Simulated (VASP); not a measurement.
A run of VASP 6.6.1 is set up as follows.

Contents of INCAR:

```
  PREC = Accurate
  ENCUT = 600
  EDIFF = 1E-7
  ISMEAR = 0
  SIGMA = 0.1
  LREAL = False
  LASPH = True
  NELM = 60
  ALGO = Normal
  ISIF = 3
  LWAVE = False
  LCHARG = False
  GGA = PE
  IBRION = 2
  NSW = 100
  EDIFFG = -0.01
```

The input KPOINTS:

```
regular mesh
0
Gamma
  18 18 4
```

Contents of POSCAR:

```
Si5Ge
1.0
    2.6705660479      0.0000000000      0.0000000000
   -1.3352830240      2.3127780400      0.0000000000
    0.0000000000      0.0000000000     15.4078093362
Si Ge
5 1
Direct
    0.3333333333      0.6666666667      0.8462184287
    0.3333333333      0.6666666667      0.1537815713
    0.6666666667      0.3333333333      0.0000000000
    0.6666666667      0.3333333333      0.3183994876
    0.6666666667      0.3333333333      0.6816005124
    0.3333333333      0.6666666667      0.5000000000
```

Potentials or basis: VASP PAW PBE potentials, release 64 (Si, Ge_d).

Command:

```sh
$ cat potpaw_PBE.64/Si/POTCAR potpaw_PBE.64/Ge_d/POTCAR > POTCAR
$ mpirun -np 1 vasp_std > vasp.out
```

Question: What does it give for the space group after relaxing (to 0.1 Å)?

Answer: P-6m2 (No. 187).

Question: What does it give for the relaxed cell?

Answer: a = 2.762 Å, b = 2.762 Å, c = 13.978 Å, α = 90.00°, β = 90.00°, γ = 120.00°.

Final structure:
```yaml
crystal:
  lattice:
    - [2.76150, 0.00000, 0.00000]
    - [-1.38075, 2.39153, 0.00000]
    - [0.00000, 0.00000, 13.97763]
  atoms:
    - { symbol: Si, position: [0.33333, 0.66667, 0.84182] }
    - { symbol: Si, position: [0.33333, 0.66667, 0.15818] }
    - { symbol: Si, position: [0.66667, 0.33333, 0.00000] }
    - { symbol: Si, position: [0.66667, 0.33333, 0.31555] }
    - { symbol: Si, position: [0.66667, 0.33333, 0.68445] }
    - { symbol: Ge, position: [0.33333, 0.66667, 0.50000] }
```

Caveat: the highest band is partly filled, so the run has too few bands.
